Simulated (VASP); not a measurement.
Set up this calculation in VASP 6.6.1, as the native input.

```yaml
Task: dielectric tensor
Functional: r2SCAN
Potentials_or_basis: VASP PAW PBE potentials, release 64 (Zn, S)
Cutoff: 520 eV
k_mesh: 6 × 6 × 6
Occupations: gaussian, width 0.01 eV
Spin: no spin polarisation
Dipole_correction: no
Further_INCAR_settings: ALGO = Normal; EDIFF = 1e-08
```

The structure of ZnS lies in POSCAR:

```
ZnS
1.0
    0.0000000000      2.6940858315      2.6671449732
    2.6940858315      0.0000000000      2.6671449732
    2.6940858315      2.6940858315      0.0000000000
Zn S
1 1
Direct
    0.0000000000      0.0000000000      0.0000000000
    0.2500000000      0.2500000000      0.2500000000
```

This cell differs from its parent crystal: uniaxial z strain -1.0%.

One way to write it, as run:

INCAR

```
SYSTEM = ZnS
PREC = Accurate ; ENCUT = 520
EDIFF = 1E-8 ; ISMEAR = 0
SIGMA = 0.01 ; LREAL = .FALSE.
LASPH = .TRUE. ; NELM = 100
ALGO = Normal ; ISIF = 2
LWAVE = .FALSE. ; LCHARG = .FALSE.
METAGGA = R2SCAN ; LMIXTAU = .TRUE.
LCALCEPS = .TRUE.
```

KPOINTS

```
Automatic mesh
0
G
  6 6 6
  0 0 0
```

Potentials or basis: VASP PAW PBE potentials, release 64 (Zn, S).

Launch:

```sh
$ cat potpaw_PBE.64/Zn/POTCAR potpaw_PBE.64/S/POTCAR > POTCAR
$ mpirun -np 1 vasp_std > vasp.out
```

It gave:

```
Band gap on the k mesh                  : 2.74 eV, direct
Electronic dielectric tensor (diagonal) : 5.35, 5.35, 5.32
Born charges (mean of the diagonal)     : Zn +1.98; S -1.98 e
```

Caveat: the cell differs from its parent crystal (uniaxial z strain -1.0%).

It took 15 min on 1 thread of Intel(R) Xeon(R) 6975P-C (Granite Rapids) (shared host), peak memory 0.36 GiB.
